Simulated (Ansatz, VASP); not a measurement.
# One calculation of HfZrS3, two programs

File INCAR:

```
ALGO = Normal
EDIFF = 1E-7
EDIFFG = -0.01
ENCUT = 600
GGA = PE
IBRION = 2
ISIF = 3
ISMEAR = 0
LASPH = T
LCHARG = F
LREAL = F
LWAVE = F
NELM = 100
NSW = 100
PREC = Accurate
SIGMA = 0.1
```

KPOINTS

```
k-points
0
Gamma
  6 6 6
```

POSCAR

```
HfZrS3
1.0
    3.4837758144      2.0113589042      3.2138628146
   -3.4837758144      2.0113589042      3.2138628146
    0.0000000000     -4.0227178085      3.2138628146
Zr Hf S
1 1 3
Direct
    0.5571759688      0.5571759688      0.5571759688
    0.8570786608      0.8570786608      0.8570786608
    0.5536544783      0.5536544783      0.0564364138
    0.5536544783      0.0564364138      0.5536544783
    0.0564364138      0.5536544783      0.5536544783
```

Input for Ansatz:

```yaml
crystal:
  lattice:
    - [3.4837758144, 2.0113589042, 3.2138628146]
    - [-3.4837758144, 2.0113589042, 3.2138628146]
    - [0.0, -4.0227178085, 3.2138628146]
  atoms:
    - { symbol: Zr, position: [0.5571759688, 0.5571759688, 0.5571759688] }
    - { symbol: Hf, position: [0.8570786608, 0.8570786608, 0.8570786608] }
    - { symbol: S, position: [0.5536544783, 0.5536544783, 0.0564364138] }
    - { symbol: S, position: [0.5536544783, 0.0564364138, 0.5536544783] }
    - { symbol: S, position: [0.0564364138, 0.5536544783, 0.5536544783] }
basis:
  ecutwfc: 420
kpoints:
  mp_grid: { grid: [6, 6, 6] }
hamiltonian:
  xc: pbe
scf:
  occupations: { method: gaussian, width: 0.1 }
output:
  forces: true
  stress: true
  eigenvalues: true
  write_density: true
  write_potential: true
  elf: true
  volumetric_format: npy
relax:
  adjacent_minimum: "off"
  f_tol: 0.01
  max_steps: 80
  cell: { stress_tol: 0.05 }
```

Change from the starting cell: species swapped into the CsHgCl3 type (R3m, No. 160).

Alike in both runs: task relaxation of cell and atoms; functional PBE; k mesh 6 × 6 × 6; occupations gaussian, width 0.1 eV; no spin polarisation.

```csv
,VASP,Ansatz
version,VASP 6.6.1,Ansatz 0.2.0
potentials or method,"VASP PAW PBE potentials, release 64 (Zr_sv, Hf_pv, S), cutoff 600 eV","scalar-relativistic, plane waves, PAW"
valence electrons in the cell,40,56
```

VASP gave:

* gap on the k mesh at the Fermi level, each at its own relaxed structure (eV): none
* relaxed volume (Å³/atom): 27.05
* relaxed length of the cell vector where the two differ most in proportion (Å): 5.151

**Question.** Which values does Ansatz return?

**Answer.** gap on the k mesh at the Fermi level, each at its own relaxed structure (eV): none; relaxed volume (Å³/atom): 27.04; relaxed length of the cell vector where the two differ most in proportion (Å): 5.151.

A gap of «none» marks a metal or a gap that the smearing closes. VASP's potentials hold 40 valence electrons a cell and Ansatz's 56, so a difference there can come from the potentials and not from the codes.

Spin-orbit coupling is off throughout.
